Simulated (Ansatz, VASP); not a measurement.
**RbCl in VASP and in Ansatz**

```
Rb Cl
1.0
     0.00000    3.27400    3.25763
     3.27400    0.00000    3.25763
     3.27400    3.27400    0.00000
Rb Cl
1 1
Cartesian
  0.0000 0.0000 0.0000
  3.2740 3.2740 3.2576
```

Change from the starting cell: z stretched by -0.5 %, x and y held.

Alike in both runs: task single point; functional PBEsol; k mesh 6 × 6 × 6; no spin polarisation.

|  | VASP | Ansatz |
| --- | --- | --- |
| version | VASP 6.6.1 | Ansatz 0.2.0 |
| potentials or method | VASP PAW PBE potentials, release 64 (Rb_sv, Cl), cutoff 500 eV | all-electron LAPW, scalar-relativistic |
| occupations | gaussian, width 0.01 eV | fixed |

VASP gave:

```
gap on the k mesh at the Fermi level (eV)                     : 4.90
pressure (GPa)                                                : 0.1
traceless stress, the component that is largest in VASP (GPa) : 0.12
```

Problem. What did Ansatz give for the same quantities?

Solution. gap on the k mesh at the Fermi level (eV): 4.90; pressure (GPa): 0.0; traceless stress, the component that is largest in VASP (GPa): 0.11.

VASP's potentials were made for PBE, not for PBEsol. Ansatz ran all-electron here, and VASP with PAW potentials.
